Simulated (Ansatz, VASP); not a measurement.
C in VASP and in Ansatz

```
CELL_PARAMETERS angstrom
-2.45766 0.00000 0.00000
0.00000 0.00000 -3.52948
0.00000 -4.25679 0.00000
ATOMIC_POSITIONS crystal
C 0.50000 0.00000 0.17019
C 0.00000 0.00000 0.64200
C 0.00000 0.00000 0.32981
C 0.50000 0.00000 0.85800
```

Change from the starting cell: mode 8 frozen in at -0.060 Å and mode 12 at +0.045 Å (largest displacements).

Alike in both runs: task single point; functional PBEsol; dispersion D3(BJ); k mesh 18 × 12 × 10; occupations gaussian, width 0.15 eV; no spin polarisation.

```csv
,VASP,Ansatz
version,VASP 6.6.1,Ansatz 0.2.0
potentials or method,"VASP PAW PBE potentials, release 64 (C), cutoff 600 eV","scalar-relativistic, plane waves, PAW"
valence electrons in the cell,16,16
```

|  | VASP | Ansatz | Ansatz less VASP |
| --- | --- | --- | --- |
| gap on the k mesh at the Fermi level (eV) | none | none | - |
| pressure (GPa) | 6.8 | 6.6 | -0.23 |
| traceless stress, the component that is largest in VASP (GPa) | 11.45 | 10.98 | -0.467 |
| rms of the force components (eV/Å) | 3.929 | 3.912 | -0.0169 |

VASP's potentials were made for PBE, not for PBEsol, and Ansatz warns of the same on its side. Atom by atom the forces differ by 0.018 eV/Å (rms over components). A gap of «none» marks a metal or a gap that the smearing closes.
